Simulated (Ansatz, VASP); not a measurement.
# TaAl4 in VASP and in Ansatz

INCAR

```
SYSTEM = TaAl4
ALGO = Fast ; EDIFF = 1E-6
EDIFFG = -0.025 ; ENCUT = 600
GGA = PE ; IBRION = 2
ISIF = 3 ; ISMEAR = 0
LASPH = .True. ; LCHARG = .False.
LREAL = .False. ; LWAVE = .False.
NELM = 60 ; NSW = 80
PREC = Accurate ; SIGMA = 0.2
```

The input KPOINTS:

```
k-points
0
Gamma
  4 4 4
  0 0 0
```

POSCAR

```
TaAl4
1.0
   -2.9726782714      3.0631081555      2.9758013180
    3.0311701726     -3.0455655171      3.0167505807
    6.0578119028      6.1626371315      0.0760345397
Ta Al
2 8
Direct
    0.0133490000      1.0015342315      0.0047363579
    0.5104814001      0.5040349742      0.5003534919
    0.2628308888      0.2422328633      0.2537521813
    0.7367855856      0.7376265992      0.7465682998
    0.7414006065      0.7504617733      0.2476008276
    0.2550050522      0.2463696198      0.7595133156
    0.9779673955      0.5020017386      0.9974240805
    0.5015178671      1.0019453614      0.4943806652
    0.5102652007      1.0157094526     -0.0075257739
   -0.0096029963      0.4980833860      0.5031965540
```

Input for Ansatz:

```yaml
crystal:
  lattice:
    - [-2.9726782714, 3.0631081555, 2.975801318]
    - [3.0311701726, -3.0455655171, 3.0167505807]
    - [6.0578119028, 6.1626371315, 0.0760345397]
  atoms:
    - { symbol: Ta, position: [0.013349, 1.0015342315, 0.0047363579] }
    - { symbol: Ta, position: [0.5104814001, 0.5040349742, 0.5003534919] }
    - { symbol: Al, position: [0.2628308888, 0.2422328633, 0.2537521813] }
    - { symbol: Al, position: [0.7367855856, 0.7376265992, 0.7465682998] }
    - { symbol: Al, position: [0.7414006065, 0.7504617733, 0.2476008276] }
    - { symbol: Al, position: [0.2550050522, 0.2463696198, 0.7595133156] }
    - { symbol: Al, position: [0.9779673955, 0.5020017386, 0.9974240805] }
    - { symbol: Al, position: [0.5015178671, 1.0019453614, 0.4943806652] }
    - { symbol: Al, position: [0.5102652007, 1.0157094526, -0.0075257739] }
    - { symbol: Al, position: [-0.0096029963, 0.498083386, 0.503196554] }
basis:
  ecutwfc: 420
kpoints:
  mp_grid: { grid: [4, 4, 4] }
hamiltonian:
  xc: pbe
scf:
  occupations: { method: gaussian, width: 0.2 }
  lower_state_search: "off"
output:
  forces: true
  stress: true
  eigenvalues: true
relax:
  adjacent_minimum: "off"
  f_tol: 0.025
  max_steps: 60
  cell: { stress_tol: 0.25 }
```

Change from the starting cell: cell x2, atoms moved at random (sigma 0.05 Å) and cell strained at random (1.5 %), then relaxed without symmetry.

Alike in both runs: task relaxation of cell and atoms; functional PBE; k mesh 4 × 4 × 4; occupations gaussian, width 0.2 eV; no spin polarisation.

|  | VASP | Ansatz |
| --- | --- | --- |
| version | VASP 6.6.1 | Ansatz 0.2.0 |
| potentials or method | VASP PAW PBE potentials, release 64 (Ta_pv, Al), cutoff 600 eV | scalar-relativistic, plane waves, PAW |
| valence electrons in the cell | 46 | 50 |

Ansatz gave:

- gap on the k mesh at the Fermi level, each at its own relaxed structure (eV): none
- relaxed volume (Å³/atom): 22.52
- relaxed length of the cell vector where the two differ most in proportion (Å): 8.808

Problem. Estimate VASP's values.

Solution. gap on the k mesh at the Fermi level, each at its own relaxed structure (eV): none; relaxed volume (Å³/atom): 22.52; relaxed length of the cell vector where the two differ most in proportion (Å): 8.817.

A gap of «none» marks a metal or a gap that the smearing closes. VASP's potentials hold 46 valence electrons a cell and Ansatz's 50, so a difference there can come from the potentials and not from the codes.

Spin-orbit coupling is off throughout.
